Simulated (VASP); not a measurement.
MgO, 2 atoms in the cell. Symmetry: R-3m, No. 166, trigonal system. Conventional cell: a = 3.710 Å, b = 3.710 Å, c = 4.493 Å, α = 90.00°, β = 90.00°, γ = 120.00°. Within 3.0 Å of Mg (site symmetry -3m) lie 8 O at 2.25 to 2.27 Å and 6 Mg at 2.61 Å. Within 3.0 Å of O (site symmetry -3m) lie 8 Mg at 2.25 to 2.27 Å and 6 O at 2.61 Å.  This cell differs from its parent crystal: strain along [111] -1.1%.

```yaml
Program: VASP 6.6.1
Task: single point
Functional: r2SCAN
Potentials_or_basis: VASP PAW PBE potentials, release 64 (Mg, O)
Cutoff: 520 eV
k_mesh: 10 × 10 × 10
Occupations: gaussian, width 0.01 eV
Spin: no spin polarisation
Dipole_correction: no
Further_INCAR_settings: ALGO = Normal; EDIFF = 1e-07; NBANDS = 11
```

Potentials or basis: VASP PAW PBE potentials, release 64 (Mg, O).

The run is started by

```console
$ cat potpaw_PBE.64/Mg/POTCAR potpaw_PBE.64/O/POTCAR > POTCAR
$ cp INCAR.step1 INCAR
$ mpirun -np 1 vasp_std > vasp.out
$ cp INCAR.step2 INCAR
$ mpirun -np 1 vasp_std > vasp.out
```

Hardware: 1 thread of AMD EPYC 7R43 64-Core Processor (Zen 3) (shared host).

**Question.** How long does it take, and how much memory?

**Answer.** Wall time 66 s on 1 thread of AMD EPYC 7R43 64-Core Processor (Zen 3) (shared host), peak memory 0.11 GiB. Counts: k points 116.
